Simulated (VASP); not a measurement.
H2CClF: single point with slater exchange, pbe correlation

The system is H2CClF.

```
C H Cl F
1.0
     6.73580   -0.00815    0.07452
    -0.00500    4.30389    0.00687
    -1.50864    0.00979    4.69403
C H Cl F
2 4 2 2
Cartesian
  0.8450 3.6610 1.7062
  4.3916 1.6001 3.0917
  0.5476 2.5931 1.4262
  4.6624 0.5420 3.4101
  0.9182 3.8619 2.7554
  4.2899 1.7157 1.9816
  2.1677 4.2739 0.8108
  2.9708 2.1959 3.9637
  -0.3192 0.1755 1.2497
  5.5106 2.4122 3.5648
```

```json
{"Program": "VASP 6.6.1", "Task": "single point", "Functional": "slater exchange, pbe correlation", "Potentials or basis": "VASP PAW PBE potentials, release 64 (C, H, Cl, F)", "Cutoff": "520 eV", "k mesh": "3 × 4 × 4", "Occupations": "fermi-dirac, width 0.1 eV", "Spin": "no spin polarisation", "Dipole correction": "no", "k mesh for the DOS": "5 × 6 × 6", "Occupations for the DOS": "tetrahedron", "Further INCAR settings": "ALGO = Normal; EDIFF = 1e-06"}
```

- Valence electrons inside the program's atomic spheres: C 2.41, 2.37; H 0.61, 0.62, 0.69, 0.63; Cl 5.04, 5.01; F 6.02, 6.03

Levels at points of the mesh, in eV from the valence-band top:
| k point | band 16 | band 17 | band 18 | band 19 | band 20 | band 21 | band 22 | band 23 | band 24 | band 25 |
| --- | --- | --- | --- | --- | --- | --- | --- | --- | --- | --- |
| (0.00, 0.00, 0.00) | -1.73 | -1.04 | -0.96 | -0.86 | -0.47 | 5.96 | 6.32 | 6.50 | 6.92 | 7.33 |
| (0.00, 0.50, 0.00) | -1.73 | -0.95 | -0.92 | -0.44 | -0.41 | 5.96 | 6.26 | 6.83 | 7.15 | 8.35 |
| (0.00, 0.00, 0.50) | -1.65 | -0.88 | -0.76 | -0.33 | -0.13 | 5.78 | 5.85 | 6.43 | 6.75 | 8.28 |
| (0.00, 0.50, 0.50) | -1.66 | -0.99 | -0.96 | -0.06 | 0.00 | 6.23 | 6.27 | 6.50 | 6.69 | 8.66 |

Run time: 2.4 min on 1 thread of Intel(R) Xeon(R) 6975P-C (Granite Rapids), on a shared host, peak memory 0.43 GiB.
